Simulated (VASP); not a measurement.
# La (P6_3/mmc) in VASP: single point with r2SCAN

Aim: the single point of La with r2SCAN.

Everything below comes from runs of VASP 6.6.1. Logs are shortened: lines on timing, memory, paths and dates and some standing lists are left out, and cuts for length are marked.

## Step 1: The cell of the first run

It takes space group P6_3/mmc (No. 194, hexagonal). The conventional cell has a = 3.750 Å, b = 3.750 Å, c = 6.070 Å, α = 90.00°, β = 90.00°, γ = 120.00°. Within 4.9 Å of La (site symmetry -6m2) lie 12 La at 3.73 to 3.75 Å.

## Step 2: Single point, r2SCAN

Contents of POSCAR:

```
La
1.0
    3.7500000000      0.0000000000      0.0000000000
   -1.8750000000      3.2475950000      0.0000000000
    0.0000000000      0.0000000000      6.0700000000
La
2
Direct
    0.3333333333      0.6666666667      0.2500000000
    0.6666666667      0.3333333333      0.7500000000
```

Contents of INCAR.step1:

```
PREC = Accurate
ENCUT = 520
ISMEAR = 0
SIGMA = 0.05
LREAL = F
LASPH = T
NELM = 80
NBANDS = 18
GGA = PE
ALGO = Normal
EDIFF = 1E-4
LWAVE = T
LCHARG = F
```

Contents of INCAR.step2:

```
PREC = Accurate
ENCUT = 520
EDIFF = 1E-7
ISMEAR = 0
SIGMA = 0.05
LREAL = F
LASPH = T
NELM = 80
ALGO = Normal
ISIF = 2
LWAVE = F
LCHARG = F
METAGGA = R2SCAN
LMIXTAU = T
NBANDS = 18
ISTART = 1
```

Contents of KPOINTS:

```
regular mesh
0
Gamma
  7 7 4
```

Potentials or basis: VASP PAW PBE potentials, release 64 (La).

On the command line:

```bash
> cat potpaw_PBE.64/La/POTCAR > POTCAR
> cp INCAR.step1 INCAR
> mpirun -np 1 vasp_std > vasp.out
> cp INCAR.step2 INCAR
> mpirun -np 1 vasp_std > vasp.out
```

OUTCAR:

```text
PREC = Accurate
   ENCUT = 520
   EDIFF = 1E-7
   ISMEAR = 0
   LREAL = F
   LASPH = T
   NELM = 80
   ISIF = 2
   METAGGA = R2SCAN
   ISTART = 1

 ion  position               nearest neighbor table
   1  0.333  0.667  0.250-
   2  0.667  0.333  0.750-

  LATTYP: Found a hexagonal cell.
 ALAT       =     3.7500000000
 C/A-ratio  =     1.6186666667

  Lattice vectors:

 A1 = (   3.7500000000,   0.0000000000,   0.0000000000)
 A2 = (  -1.8750000000,   3.2475950000,   0.0000000000)
 A3 = (   0.0000000000,   0.0000000000,   6.0700000000)

Analysis of symmetry for initial positions (statically):
=====================================================================
 Subroutine PRICEL returns:
 Original cell was already a primitive cell.

 Routine SETGRP: Setting up the symmetry group for a
 hexagonal supercell.

 Subroutine GETGRP returns: Found 24 space group operations
 (whereof 12 operations were pure point group operations)
 out of a pool of 24 trial point group operations.

The static configuration has the point symmetry D_3d.
 The point group associated with its full space group is D_6h.

Analysis of symmetry for dynamics (positions and initial velocities):
=====================================================================
 Subroutine PRICEL returns:
 Original cell was already a primitive cell.

 Routine SETGRP: Setting up the symmetry group for a
 hexagonal supercell.

 Subroutine GETGRP returns: Found 24 space group operations
 (whereof 12 operations were pure point group operations)
 out of a pool of 24 trial point group operations.

The dynamic configuration has the point symmetry D_3d.
 The point group associated with its full space group is D_6h.

 Subroutine INISYM returns: Found 24 space group operations
 (whereof 12 operations are pure point group operations),
 and found     1 'primitive' translations

----------------------------------------------------------------------------------------

                                     Primitive cell

  volume of cell :      73.9234

  direct lattice vectors                    reciprocal lattice vectors
     3.750000000  0.000000000  0.000000000     0.266666667  0.153960084  0.000000000
    -1.875000000  3.247595000  0.000000000     0.000000000  0.307920169  0.000000000
     0.000000000  0.000000000  6.070000000     0.000000000  0.000000000  0.164744646

  length of vectors
     3.750000000  3.749999771  6.070000000     0.307920150  0.307920169  0.164744646

  position of ions in fractional coordinates (direct lattice)
     0.333333333  0.666666667  0.250000000
     0.666666667  0.333333333  0.750000000

  ion indices of the primitive-cell ions
   primitive index   ion index
                 1           1
                 2           2

----------------------------------------------------------------------------------------

 KPOINTS: regular mesh

Automatic generation of k-mesh.
 Grid dimensions read from file:
 generate k-points for:    7    7    4

 Generating k-lattice:

  Cartesian coordinates                     Fractional coordinates (reciprocal lattice)
     0.038095238  0.021994298  0.000000000     0.142857143  0.000000000  0.000000000
     0.000000000  0.043988596  0.000000000     0.000000000  0.142857143  0.000000000
     0.000000000  0.000000000  0.041186161     0.000000000  0.000000000  0.250000000

  Length of vectors
     0.043988593  0.043988596  0.041186161

  Shift w.r.t. Gamma in fractional coordinates (k-lattice)
     0.000000000  0.000000000  0.000000000

 Subroutine IBZKPT returns following result:
 ===========================================

 Found     24 irreducible k-points:

 Following reciprocal coordinates:
            Coordinates               Weight
  0.000000  0.000000  0.000000      1.000000
  0.142857  0.000000  0.000000      6.000000
  0.285714 -0.000000  0.000000      6.000000
  0.428571  0.000000  0.000000      6.000000
  0.142857  0.142857  0.000000      6.000000
  0.285714  0.142857  0.000000     12.000000
[... 16 lines left out ...]
  0.428571  0.142857  0.500000      6.000000
  0.285714  0.285714  0.500000      6.000000
   k-points           NKPTS =     24   k-points in BZ     NKDIM =     24   number of bands    NBANDS=     18
   number of dos      NEDOS =    301   number of ions     NIONS =      2
   total plane-waves  NPLWV =  37632
   dimension x,y,z NGX =    28 NGY =   28 NGZ =   48
   dimension x,y,z NGXF=    56 NGYF=   56 NGZF=   96
   ions per type =               2
   NGX,Y,Z   is equivalent  to a cutoff of  12.41, 12.41, 13.15 a.u.
   NGXF,Y,Z  is equivalent  to a cutoff of  24.83, 24.83, 26.29 a.u.
 SYSTEM =  unknown system
   PREC   = accura    normal or accurate (medium, high low for compatibility)
   ISTART =      1    job   : 0-new  1-cont  2-samecut
   ICHARG =      0    charge: 1-file 2-atom 10-const
   ISPIN  =      1    spin polarized calculation?
   LNONCOLLINEAR =      F non collinear calculations
   LSORBIT =      F    spin-orbit coupling
   LASPH  =      T    aspherical Exc in radial PAW
   ENCUT  =  520.0 eV  38.22 Ry    6.18 a.u.   6.97  6.97 11.29*2*pi/ulx,y,z
   NELM   =     80;   NELMIN=  2; NELMDL=  0     # of ELM steps
   EDIFF  = 0.1E-06   stopping-criterion for ELM
   LREAL  =      F    real-space projection
   EDIFFG = 0.1E-05   stopping-criterion for IOM
   NSW    =      0    number of steps for IOM
   IBRION =     -1    ionic relax: 0-MD 1-quasi-New 2-CG
   NFREE  =      0    steps in history (QN), initial steepest desc. (CG)
   ISIF   =      2    stress and relaxation
   ISYM   =      2    0-nonsym 1-usesym 2-fastsym
   POTIM  = 0.5000    time-step for ionic-motion
   TEBEG  =    0.0;   TEEND  =   0.0 temperature during run
   PSTRESS=    0.0 pullay stress
   NELECT =      22.0000    total number of electrons
   NUPDOWN=      -1.0000    fix difference up-down
   EMIN   =  10.00;   EMAX   =-10.00  energy-range for DOS
   EFERMI =   0.00;   METHOD = LEGACY
   ISMEAR =     0;   SIGMA  =   0.05  broadening in eV -4-tet -1-fermi 0-gaus
   EFERMI_NEDOS =   21; number of points for ismear=-14 and -15
   IALGO  =     38    algorithm
   IMIX   =      4    mixing-type and parameters
     AMIX     =   0.40;   BMIX     =  1.00
     AMIX_MAG =   1.60;   BMIX_MAG =  1.00
  volume/ion in A,a.u.               =      36.96       249.43
  Fermi-wavevector in a.u.,A,eV,Ry     =   1.093004  2.065478 16.254308  1.194658
  Thomas-Fermi vector in A             =   2.229281
   LORBIT       =      0    0 simple, 1 ext, 2 COOP (PROOUT), +10 PAW based schemes
   METAGGA = R2SCAN    functional components
   LHFCALC =     F    Hartree Fock is set to
   AEXX    =    0.0000 exact exchange contribution
   IVDW    =     0    specifies the selected vdW correction
   LEPSILON=     F    determine dielectric tensor
   LRPA    =     F    only Hartree local field effects (RPA)
 non-spin polarized calculation
 Gauss-broadening in eV      SIGMA  =   0.05
  energy-cutoff  :      520.00
  volume of cell :       73.92
 maximum number of plane-waves:      2008
 NGX is ok and might be reduce to    28
   NGX = 13   NGY = 13   NGZ = 23

 number of electron      21.9999997 magnetization

 Free energy of the ion-electron system (eV)
  ---------------------------------------------------
  ext. energy  EPLUGINS =         0.00000000
  ---------------------------------------------------
  free energy    TOTEN  =       -59.37211904 eV

  energy without entropy =      -59.36159477  energy(sigma->0) =      -59.36685691

 E-fermi :   7.9736     XC(G=0): -10.2377

 val. band max:        7.9712690118   @ k =   0.2857   0.2857   0.2500
 cond. band min:       7.9741232946   @ k =   0.2857   0.2857   0.5000
 fundamental gap:      0.0028542829
 Fermi energy:         7.9736498193

 k-point     1 :       0.0000    0.0000    0.0000
  band No.  band energies     occupation
      1     -26.0486      2.00000
      2     -25.8244      2.00000
      3     -10.0089      2.00000
      4      -8.7430      2.00000
      5      -8.7430      2.00000
      6      -8.5546      2.00000
[... 10 lines left out ...]
     17       9.9460      0.00000
     18       9.9460      0.00000

 k-point     2 :       0.1429    0.0000    0.0000
  band No.  band energies     occupation
      1     -26.0135      2.00000
      2     -25.8082      2.00000
      3      -9.9188      2.00000
      4      -8.9678      2.00000
      5      -8.8116      2.00000
      6      -8.7809      2.00000
[... 10 lines left out ...]
     17       9.9391      0.00000
     18      10.0461      0.00000

 k-point     3 :       0.2857   -0.0000    0.0000
  band No.  band energies     occupation
      1     -25.9287      2.00000
      2     -25.7759      2.00000
      3      -9.6817      2.00000
      4      -9.4536      2.00000
      5      -9.2400      2.00000
      6      -8.9519      2.00000
[... 10 lines left out ...]
     17      10.1544      0.00000
     18      10.1592      0.00000

 k-point     4 :       0.4286    0.0000    0.0000
  band No.  band energies     occupation
      1     -25.8484      2.00000
      2     -25.7607      2.00000
      3      -9.8220      2.00000
      4      -9.5734      2.00000
      5      -9.4127      2.00000
      6      -9.0557      2.00000
[... 10 lines left out ...]
     17      10.1780      0.00000
     18      10.2330      0.00000

 k-point     5 :       0.1429    0.1429    0.0000
  band No.  band energies     occupation
      1     -25.9534      2.00000
      2     -25.7840      2.00000
      3      -9.7543      2.00000
      4      -9.2370      2.00000
      5      -9.1926      2.00000
      6      -8.8753      2.00000
[... 10 lines left out ...]
     17      10.0977      0.00000
     18      10.1969      0.00000

 k-point     6 :       0.2857    0.1429    0.0000
  band No.  band energies     occupation
      1     -25.8686      2.00000
      2     -25.7620      2.00000
      3      -9.6352      2.00000
      4      -9.4885      2.00000
      5      -9.4666      2.00000
      6      -9.0883      2.00000
[... 10 lines left out ...]
     17      10.2042      0.00000
     18      10.2329      0.00000

 k-point     7 :       0.4286    0.1429    0.0000
  band No.  band energies     occupation
      1     -25.8208      2.00000
      2     -25.7618      2.00000
      3      -9.8113      2.00000
      4      -9.5643      2.00000
      5      -9.3031      2.00000
      6      -9.1977      2.00000
[... 10 lines left out ...]
     17      10.1743      0.00000
     18      10.1856      0.00000

 k-point     8 :       0.2857    0.2857    0.0000
  band No.  band energies     occupation
      1     -25.8062      2.00000
      2     -25.7645      2.00000
      3      -9.6680      2.00000
      4      -9.5105      2.00000
      5      -9.3258      2.00000
      6      -9.2416      2.00000
[... 10 lines left out ...]
     17      10.0979      0.00000
     18      10.1806      0.00000
[... 229 lines left out ...]
     17      10.0323      0.00000
     18      10.0323      0.00000

 k-point    20 :       0.4286    0.0000    0.5000
  band No.  band energies     occupation
      1     -25.8046      2.00000
      2     -25.8046      2.00000
      3      -9.8942      2.00000
      4      -9.8942      2.00000
      5      -8.9036      2.00000
      6      -8.9036      2.00000
[... 10 lines left out ...]
     17      10.1340      0.00000
     18      10.1374      0.00000

 k-point    21 :       0.1429    0.1429    0.5000
  band No.  band energies     occupation
      1     -25.8697      2.00000
      2     -25.8697      2.00000
      3      -9.4970      2.00000
      4      -9.4970      2.00000
      5      -8.9202      2.00000
      6      -8.9202      2.00000
[... 10 lines left out ...]
     17      10.1545      0.00000
     18      10.1561      0.00000

 k-point    22 :       0.2857    0.1429    0.5000
  band No.  band energies     occupation
      1     -25.8155      2.00000
      2     -25.8155      2.00000
      3      -9.7526      2.00000
      4      -9.7526      2.00000
      5      -9.0545      2.00000
      6      -9.0545      2.00000
[... 10 lines left out ...]
     17      10.2488      0.00000
     18      10.2492      0.00000

 k-point    23 :       0.4286    0.1429    0.5000
  band No.  band energies     occupation
      1     -25.7912      2.00000
      2     -25.7912      2.00000
      3      -9.8760      2.00000
      4      -9.8760      2.00000
      5      -9.1218      2.00000
      6      -9.1218      2.00000
[... 10 lines left out ...]
     17      10.1787      0.00000
     18      10.1788      0.00000

 k-point    24 :       0.2857    0.2857    0.5000
  band No.  band energies     occupation
      1     -25.7852      2.00000
      2     -25.7852      2.00000
      3      -9.7587      2.00000
      4      -9.7587      2.00000
      5      -9.3290      2.00000
      6      -9.3290      2.00000
[... 10 lines left out ...]
     17      10.1508      0.00000
     18      10.1508      0.00000

------------------------ aborting loop because EDIFF is reached ----------------------------------------

  FORCE on cell =-STRESS in cart. coord.  units (eV):
  Direction    XX          YY          ZZ          XY          YZ          ZX
  --------------------------------------------------------------------------------------
  -------------------------------------------------------------------------------------
  Total        0.4266712      0.4266711      0.4910296      0.0000000      0.0000000      0.0000000
  in kB        9.2474525      9.2474510     10.6423229      0.0000000      0.0000000      0.0000000
  external PRESSURE =       9.7124088 kB  Pullay stress =       0.0000000 kB

 VOLUME and BASIS-vectors are now :
 -----------------------------------------------------------------------------
  energy-cutoff  :      520.00
  volume of cell :       73.92
      direct lattice vectors                 reciprocal lattice vectors
     3.750000000  0.000000000  0.000000000     0.266666667  0.153960084  0.000000000
    -1.875000000  3.247595000  0.000000000     0.000000000  0.307920169  0.000000000
     0.000000000  0.000000000  6.070000000     0.000000000  0.000000000  0.164744646

 POSITION                                       TOTAL-FORCE (eV/Angst)
 -----------------------------------------------------------------------------------
     -0.00000      2.16506      1.51750        -0.000000      0.000000      0.000000
      1.87500      1.08253      4.55250         0.000000     -0.000000      0.000000
 -----------------------------------------------------------------------------------
    total drift:                               -0.000000      0.000000     -0.000000

  FREE ENERGIE OF THE ION-ELECTRON SYSTEM (eV)
  ---------------------------------------------------
  free  energy   TOTEN  =       -59.3721190373 eV

  energy  without entropy=      -59.3615947749  energy(sigma->0) =      -59.36685691
```

Run time: 2.3 min. Hardware: 1 thread of Intel Xeon Platinum 8488C (Sapphire Rapids), shared host; peak memory 0.2 GiB.

What came out:

* Free energy: -59.3721 eV
* Pressure: 1.0 GPa
* Band gap on the k mesh: zero (band 11 reaches 9.32 eV, above the bottom of band 12 at 7.68 eV)

Caveat: the PAW data sets were made with another functional, which shifts forces and pressure a little; spin-orbit coupling is left out, which moves the levels of the heavy elements.
